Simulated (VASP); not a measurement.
# CdTe (Cmcm) in VASP: a series of runs

Runs on CdTe. Level: LDA. Tasks: single point.

Program: VASP 6.6.1. These are calculated values, not measurements. Logs are shortened: lines on timing, memory, paths and dates and some standing lists are left out, and cuts for length are marked.

### Step 1. The cell of the first run

Symmetry: Cmcm, No. 63, orthorhombic system. Conventional cell: a = 6.005 Å, b = 6.063 Å, c = 5.966 Å, α = 90.00°, β = 90.00°, γ = 90.00°. Within 3.9 Å of Cd (site symmetry m2m) lie 6 Te at 2.97 to 3.10 Å. Within 3.9 Å of Te (site symmetry m2m) lie 6 Cd at 2.97 to 3.10 Å.

### Step 2. Single point, LDA

INCAR

```
ALGO     = Normal         # electronic algorithm
EDIFF    = 1E-6           # SCF threshold, eV
ENCUT    = 500            # plane-wave cutoff, eV
GGA_COMPAT= False        
ISIF     = 2              # what is computed and relaxed
ISMEAR   = -1             # smearing method
LASPH    = True           # aspherical terms in the spheres
LCHARG   = True           # write CHGCAR
LELF     = True           # ELF
LREAL    = False          # projectors in reciprocal space
LVHAR    = True         
LWAVE    = False          # write WAVECAR
NBANDS   = 26             # bands
NELM     = 120            # most SCF steps
PREC     = Accurate       # precision mode
SIGMA    = 0.1            # smearing width, eV
```

KPOINTS

```
k-points
0
Gamma
  6 6 4
```

POSCAR

```
CdTe
1.0
    3.0027164828     -3.0314359883      0.0000000000
    3.0027164828      3.0314359883      0.0000000000
    0.0000000000      0.0000000000      5.9663180922
Cd Te
2 2
Direct
    0.2770300000      0.7229700000      0.7500000000
    0.7229700000      0.2770300000      0.2500000000
    0.7661370000      0.2338630000      0.7500000000
    0.2338630000      0.7661370000      0.2500000000
```

Potentials or basis: VASP PAW LDA potentials, release 64 (Cd, Te).

Launch:

```console
$ cat potpaw_LDA.64/Cd/POTCAR potpaw_LDA.64/Te/POTCAR > POTCAR
$ mpirun -np 1 vasp_std > vasp.out
```

OUTCAR:

```text
EDIFF = 1E-6
   ENCUT = 500
   ISIF = 2
   ISMEAR = -1
   LASPH = True
   LREAL = False
   NELM = 120
   PREC = Accurate

 ion  position               nearest neighbor table
   1  0.277  0.723  0.750-   3 2.97   4 2.99   4 2.99   3 3.00   3 3.00   3 3.10
   2  0.723  0.277  0.250-   4 2.97   3 2.99   3 2.99   4 3.00   4 3.00   4 3.10
   3  0.766  0.234  0.750-   1 2.97   2 2.99   2 2.99   1 3.00   1 3.00   1 3.10
   4  0.234  0.766  0.250-   2 2.97   1 2.99   1 2.99   2 3.00   2 3.00   2 3.10

  LATTYP: Found a base centered orthorhombic cell.
 ALAT       =     6.0054329656
 B/A-ratio  =     1.0095645079
 C/A-ratio  =     0.9934867521

  Lattice vectors:

 A1 = (   3.0027164828,  -3.0314359883,   0.0000000000)
 A2 = (   3.0027164828,   3.0314359883,   0.0000000000)
 A3 = (   0.0000000000,   0.0000000000,   5.9663180922)

Analysis of symmetry for initial positions (statically):
=====================================================================
 Subroutine PRICEL returns:
 Original cell was already a primitive cell.

 Routine SETGRP: Setting up the symmetry group for a
 base centered orthorhombic supercell.

 Subroutine GETGRP returns: Found  8 space group operations
 (whereof  4 operations were pure point group operations)
 out of a pool of  8 trial point group operations.

The static configuration has the point symmetry C_2h.
 The point group associated with its full space group is D_2h.

Analysis of symmetry for dynamics (positions and initial velocities):
=====================================================================
 Subroutine PRICEL returns:
 Original cell was already a primitive cell.

 Routine SETGRP: Setting up the symmetry group for a
 base centered orthorhombic supercell.

 Subroutine GETGRP returns: Found  8 space group operations
 (whereof  4 operations were pure point group operations)
 out of a pool of  8 trial point group operations.

The dynamic configuration has the point symmetry C_2h.
 The point group associated with its full space group is D_2h.

 Subroutine INISYM returns: Found  8 space group operations
 (whereof  4 operations are pure point group operations),
 and found     1 'primitive' translations

----------------------------------------------------------------------------------------

                                     Primitive cell

  volume of cell :     108.6173

  direct lattice vectors                    reciprocal lattice vectors
     3.002716483 -3.031435988  0.000000000     0.166515887 -0.164938333  0.000000000
     3.002716483  3.031435988  0.000000000     0.166515887  0.164938333  0.000000000
     0.000000000  0.000000000  5.966318092     0.000000000  0.000000000  0.167607557

  length of vectors
     4.266838458  4.266838458  5.966318092     0.234376182  0.234376182  0.167607557

  position of ions in fractional coordinates (direct lattice)
     0.277030000  0.722970000  0.750000000
     0.722970000  0.277030000  0.250000000
     0.766137000  0.233863000  0.750000000
     0.233863000  0.766137000  0.250000000

  ion indices of the primitive-cell ions
   primitive index   ion index
                 1           1
                 2           2
                 3           3
                 4           4

----------------------------------------------------------------------------------------

 KPOINTS: k-points

Automatic generation of k-mesh.
 Grid dimensions read from file:
 generate k-points for:    6    6    4

 Generating k-lattice:

  Cartesian coordinates                     Fractional coordinates (reciprocal lattice)
     0.027752648 -0.027489722  0.000000000     0.166666667  0.000000000  0.000000000
     0.027752648  0.027489722  0.000000000     0.000000000  0.166666667  0.000000000
     0.000000000  0.000000000  0.041901889     0.000000000  0.000000000  0.250000000

  Length of vectors
     0.039062697  0.039062697  0.041901889

  Shift w.r.t. Gamma in fractional coordinates (k-lattice)
     0.000000000  0.000000000  0.000000000

 Subroutine IBZKPT returns following result:
 ===========================================

 Found     39 irreducible k-points:

 Following reciprocal coordinates:
            Coordinates               Weight
  0.000000  0.000000  0.000000      1.000000
  0.166667  0.000000  0.000000      4.000000
  0.333333  0.000000  0.000000      4.000000
  0.500000  0.000000  0.000000      2.000000
  0.166667  0.166667  0.000000      2.000000
  0.333333  0.166667  0.000000      4.000000
[... 16 lines left out ...]
  0.333333  0.333333  0.250000      4.000000
  0.500000  0.333333  0.250000      8.000000
 [... further k-points ...]
   k-points           NKPTS =     39   k-points in BZ     NKDIM =     39   number of bands    NBANDS=     26
   number of dos      NEDOS =    301   number of ions     NIONS =      4
   total plane-waves  NPLWV =  49152
   dimension x,y,z NGX =    32 NGY =   32 NGZ =   48
   dimension x,y,z NGXF=    64 NGYF=   64 NGZF=   96
   ions per type =               2   2
   NGX,Y,Z   is equivalent  to a cutoff of  12.47, 12.47, 13.37 a.u.
   NGXF,Y,Z  is equivalent  to a cutoff of  24.94, 24.94, 26.75 a.u.
 SYSTEM =  unknown system
   PREC   = accura    normal or accurate (medium, high low for compatibility)
   ISTART =      0    job   : 0-new  1-cont  2-samecut
   ICHARG =      2    charge: 1-file 2-atom 10-const
   ISPIN  =      1    spin polarized calculation?
   LNONCOLLINEAR =      F non collinear calculations
   LSORBIT =      F    spin-orbit coupling
   LASPH  =      T    aspherical Exc in radial PAW
   ENCUT  =  500.0 eV  36.75 Ry    6.06 a.u.   7.78  7.78 10.88*2*pi/ulx,y,z
   NELM   =    120;   NELMIN=  2; NELMDL= -5     # of ELM steps
   EDIFF  = 0.1E-05   stopping-criterion for ELM
   LREAL  =      F    real-space projection
   EDIFFG = 0.1E-04   stopping-criterion for IOM
   NSW    =      0    number of steps for IOM
   IBRION =     -1    ionic relax: 0-MD 1-quasi-New 2-CG
   NFREE  =      0    steps in history (QN), initial steepest desc. (CG)
   ISIF   =      2    stress and relaxation
   ISYM   =      2    0-nonsym 1-usesym 2-fastsym
   POTIM  = 0.5000    time-step for ionic-motion
   TEBEG  =    0.0;   TEEND  =   0.0 temperature during run
   PSTRESS=    0.0 pullay stress
   NELECT =      36.0000    total number of electrons
   NUPDOWN=      -1.0000    fix difference up-down
   EMIN   =  10.00;   EMAX   =-10.00  energy-range for DOS
   EFERMI =   0.00;   METHOD = LEGACY
   ISMEAR =    -1;   SIGMA  =   0.10  broadening in eV -4-tet -1-fermi 0-gaus
   EFERMI_NEDOS =   21; number of points for ismear=-14 and -15
   IALGO  =     38    algorithm
   IMIX   =      4    mixing-type and parameters
     AMIX     =   0.40;   BMIX     =  1.00
     AMIX_MAG =   1.60;   BMIX_MAG =  1.00
  volume/ion in A,a.u.               =      27.15       183.25
  Fermi-wavevector in a.u.,A,eV,Ry     =   1.132946  2.140958 17.463991  1.283567
  Thomas-Fermi vector in A             =   2.269648
   LORBIT       =      0    0 simple, 1 ext, 2 COOP (PROOUT), +10 PAW based schemes
   GGA     = CA    functional components
   LHFCALC =     F    Hartree Fock is set to
   AEXX    =    0.0000 exact exchange contribution
   IVDW    =     0    specifies the selected vdW correction
   LEPSILON=     F    determine dielectric tensor
   LRPA    =     F    only Hartree local field effects (RPA)
 non-spin polarized calculation
  energy-cutoff  :      500.00
  volume of cell :      108.62
 maximum number of plane-waves:      2780
   NGX = 15   NGY = 15   NGZ = 21

 number of electron      36.0000004 magnetization

 Free energy of the ion-electron system (eV)
  ---------------------------------------------------
  ext. energy  EPLUGINS =         0.00000000
  ---------------------------------------------------
  free energy    TOTEN  =       -11.63267162 eV

  energy without entropy =      -11.56763423  energy(sigma->0) =      -11.60015292

 E-fermi :   4.2518     XC(G=0): -10.2111

 val. band max:        4.2498363173   @ k =   0.5000   0.0000   0.5000
 cond. band min:       4.2952142947   @ k =   0.3333   0.0000   0.0000
 fundamental gap:      0.0453779774
 Fermi energy:         4.2518425483

 k-point     1 :       0.0000    0.0000    0.0000
  band No.  band energies     occupation
      1      -7.6865      2.00000
      2      -6.7439      2.00000
      3      -4.1561      2.00000
      4      -4.1367      2.00000
      5      -4.1178      2.00000
      6      -4.0920      2.00000
[... 18 lines left out ...]
     25      11.8772      0.00000
     26      12.0296      0.00000

 k-point     2 :       0.1667    0.0000    0.0000
  band No.  band energies     occupation
      1      -7.5322      2.00000
      2      -6.6768      2.00000
      3      -4.1681      2.00000
      4      -4.1506      2.00000
      5      -4.1381      2.00000
      6      -4.1094      2.00000
[... 18 lines left out ...]
     25      11.4251      0.00000
     26      12.0917      0.00000

 k-point     3 :       0.3333    0.0000    0.0000
  band No.  band energies     occupation
      1      -7.1325      2.00000
      2      -6.5737      2.00000
      3      -4.2365      2.00000
      4      -4.2291      2.00000
      5      -4.1648      2.00000
      6      -4.1204      2.00000
[... 18 lines left out ...]
     25      10.3376      0.00000
     26      11.8098      0.00000

 k-point     4 :       0.5000    0.0000    0.0000
  band No.  band energies     occupation
      1      -6.7639      2.00000
      2      -6.6508      2.00000
      3      -4.2684      2.00000
      4      -4.2643      2.00000
      5      -4.1731      2.00000
      6      -4.1540      2.00000
[... 18 lines left out ...]
     25      10.3466      0.00000
     26      11.0041      0.00000

 k-point     5 :       0.1667    0.1667    0.0000
  band No.  band energies     occupation
      1      -7.3928      2.00000
      2      -6.6313      2.00000
      3      -4.2102      2.00000
      4      -4.1692      2.00000
      5      -4.1237      2.00000
      6      -4.1133      2.00000
[... 18 lines left out ...]
     25      11.2061      0.00000
     26      11.3896      0.00000

 k-point     6 :       0.3333    0.1667    0.0000
  band No.  band energies     occupation
      1      -7.0561      2.00000
      2      -6.5872      2.00000
      3      -4.2226      2.00000
      4      -4.1863      2.00000
      5      -4.1306      2.00000
      6      -4.1281      2.00000
[... 427 lines left out ...]
 k-point    21 :      -0.3333    0.1667    0.2500
  band No.  band energies     occupation
      1      -6.9300      2.00000
      2      -6.5677      2.00000
      3      -4.2456      2.00000
      4      -4.1940      2.00000
      5      -4.1873      2.00000
      6      -4.1261      2.00000
[... 18 lines left out ...]
     25      10.8135      0.00000
     26      11.5026      0.00000

 k-point    22 :      -0.1667    0.1667    0.2500
  band No.  band energies     occupation
      1      -7.2386      2.00000
      2      -6.6666      2.00000
      3      -4.2230      2.00000
      4      -4.1795      2.00000
      5      -4.1706      2.00000
      6      -4.1195      2.00000
[... 18 lines left out ...]
     25      10.0219      0.00000
     26      11.8241      0.00000

 k-point    23 :       0.3333    0.3333    0.2500
  band No.  band energies     occupation
      1      -6.7819      2.00000
      2      -6.5919      2.00000
      3      -4.2056      2.00000
      4      -4.1614      2.00000
      5      -4.1427      2.00000
      6      -4.1166      2.00000
[... 18 lines left out ...]
     25      11.8953      0.00000
     26      12.0504      0.00000

 k-point    24 :       0.5000    0.3333    0.2500
  band No.  band energies     occupation
      1      -6.6916      2.00000
      2      -6.6499      2.00000
      3      -4.1656      2.00000
      4      -4.1598      2.00000
      5      -4.1440      2.00000
      6      -4.1306      2.00000
[... 18 lines left out ...]
     25      11.9067      0.00000
     26      12.0317      0.00000

 [... further k-points ...]
[... 5 lines left out ...]
  --------------------------------------------------------------------------------------
  -------------------------------------------------------------------------------------
  Total       -1.2751923     -1.3291904     -1.2269599      0.0000000      0.0000000      0.0000000
  in kB      -18.8099288    -19.6064357    -18.0984687      0.0000000      0.0000000      0.0000000
  external PRESSURE =     -18.8382777 kB  Pullay stress =       0.0000000 kB

 VOLUME and BASIS-vectors are now :
 -----------------------------------------------------------------------------
  energy-cutoff  :      500.00
  volume of cell :      108.62
      direct lattice vectors                 reciprocal lattice vectors
     3.002716483 -3.031435988  0.000000000     0.166515887 -0.164938333  0.000000000
     3.002716483  3.031435988  0.000000000     0.166515887  0.164938333  0.000000000
     0.000000000  0.000000000  5.966318092     0.000000000  0.000000000  0.167607557

 POSITION                                       TOTAL-FORCE (eV/Angst)
 -----------------------------------------------------------------------------------
      3.00272      1.35184      4.47474         0.000000      0.069659      0.000000
      3.00272     -1.35184      1.49158         0.000000     -0.069659      0.000000
      3.00272     -1.61355      4.47474         0.000000      0.009589     -0.000000
      3.00272      1.61355      1.49158         0.000000     -0.009589      0.000000
 -----------------------------------------------------------------------------------
    total drift:                                0.000000     -0.000000      0.000000

  FREE ENERGIE OF THE ION-ELECTRON SYSTEM (eV)
  ---------------------------------------------------
  free  energy   TOTEN  =       -11.6326716188 eV

  energy  without entropy=      -11.5676342307  energy(sigma->0) =      -11.60015292
```

Wall time 54 s (1 thread of Intel Xeon Platinum 8488C (Sapphire Rapids), shared host); peak memory 0.24 GiB.

Results:

```
Free energy            : -11.6327 eV
Pressure               : -1.9 GPa
Largest force          : 0.070 eV/Å
Band gap on the k mesh : zero (band 18 reaches 4.30 eV, above the bottom of band 19 at 2.81 eV)
```

Forces in eV/Å, atoms in the order of the input:
```
Cd   0.000  0.070  0.000
Cd   0.000 -0.070  0.000
Te   0.000  0.010  0.000
Te   0.000 -0.010  0.000
```

Stress tensor (GPa, compression positive):
```
-1.88  0.00  0.00
 0.00 -1.96  0.00
 0.00  0.00 -1.81
```

Levels at points of the mesh, in eV from the Fermi level:
| k point | band 15 | band 16 | band 17 | band 18 | band 19 | band 20 | band 21 | band 22 |
| --- | --- | --- | --- | --- | --- | --- | --- | --- |
| (0.00, 0.00, 0.00) | -2.24 | -1.49 | -0.55 | -0.50 | -0.43 | 0.37 | 4.13 | 6.94 |
| (0.50, 0.00, 0.00) | -2.57 | -2.55 | -0.28 | -0.21 | 2.52 | 2.54 | 4.56 | 4.74 |
| (0.50, 0.50, 0.00) | -2.25 | -2.23 | -2.19 | -2.18 | -1.44 | -1.36 | 4.01 | 4.20 |
| (0.00, 0.00, 0.50) | -1.47 | -1.47 | -1.41 | -1.41 | 1.56 | 1.56 | 4.96 | 4.96 |
| (0.50, 0.00, 0.50) | -0.07 | -0.07 | 0.00 | 0.00 | 2.62 | 2.62 | 3.86 | 3.86 |
| (0.50, 0.50, 0.50) | -3.45 | -3.45 | -3.42 | -3.42 | 2.47 | 2.47 | 4.75 | 4.75 |

Caveat: spin-orbit coupling is left out, which moves the levels of the heavy elements.

### Step 3. Single point, LDA

This run uses another cell than the first one, of 27.73 Å³/atom, 1.021 times its volume.

INCAR

```
SYSTEM = CdTe
PREC = Accurate ; ENCUT = 500
EDIFF = 1E-6 ; ISMEAR = -1
SIGMA = 0.1 ; LREAL = .FALSE.
LASPH = .TRUE. ; NELM = 120
ALGO = Normal ; ISIF = 2
LWAVE = .FALSE. ; LCHARG = .TRUE.
LELF = .TRUE. ; LVHAR = .TRUE.
NBANDS = 26 ; GGA_COMPAT = .FALSE.
```

KPOINTS

```
Automatic mesh
0
G
  6 6 4
  0 0 0
```

POSCAR

```
CdTe
1.0
    3.0238630702     -3.0527848325      0.0000000000
    3.0238630702      3.0527848325      0.0000000000
    0.0000000000      0.0000000000      6.0083358012
Cd Te
2 2
Direct
    0.2770300000      0.7229700000      0.7500000000
    0.7229700000      0.2770300000      0.2500000000
    0.7661370000      0.2338630000      0.7500000000
    0.2338630000      0.7661370000      0.2500000000
```

Potentials or basis: VASP PAW LDA potentials, release 64 (Cd, Te).

Launch:

```console
$ cat potpaw_LDA.64/Cd/POTCAR potpaw_LDA.64/Te/POTCAR > POTCAR
$ mpirun -np 1 vasp_std > vasp.out
```

Run time: 62 s. Hardware: 1 thread of Intel Xeon Platinum 8488C (Sapphire Rapids), shared host; peak memory 0.23 GiB.

Results (log left out):

| Item | Value |
| --- | --- |
| Free energy | -11.5980 eV |
| Pressure | -2.9 GPa |
| Largest force | 0.058 eV/Å |
| Band gap on the k mesh | zero (band 18 reaches 4.07 eV, above the bottom of band 19 at 2.61 eV) |

Forces on the atoms (eV/Å):
```
Cd   0.000  0.058  0.000
Cd   0.000 -0.058  0.000
Te   0.000  0.032  0.000
Te   0.000 -0.032  0.000
```

Levels at points of the mesh, in eV from the Fermi level:
| k point | band 16 | band 17 | band 18 | band 19 | band 20 | band 21 |
| --- | --- | --- | --- | --- | --- | --- |
| (0.00, 0.00, 0.00) | -1.47 | -0.53 | -0.49 | -0.41 | 0.26 | 4.17 |
| (0.50, 0.00, 0.00) | -2.47 | -0.27 | -0.21 | 2.50 | 2.54 | 4.51 |
| (0.50, 0.50, 0.00) | -2.16 | -2.11 | -2.10 | -1.42 | -1.35 | 4.05 |
| (0.00, 0.00, 0.50) | -1.42 | -1.37 | -1.37 | 1.54 | 1.54 | 4.99 |
| (0.50, 0.00, 0.50) | -0.08 | -0.01 | -0.01 | 2.62 | 2.62 | 3.87 |
| (0.50, 0.50, 0.50) | -3.34 | -3.32 | -3.32 | 2.41 | 2.41 | 4.72 |

Caveat: spin-orbit coupling is left out, which moves the levels of the heavy elements.

(Continued in part 2 of 2.)
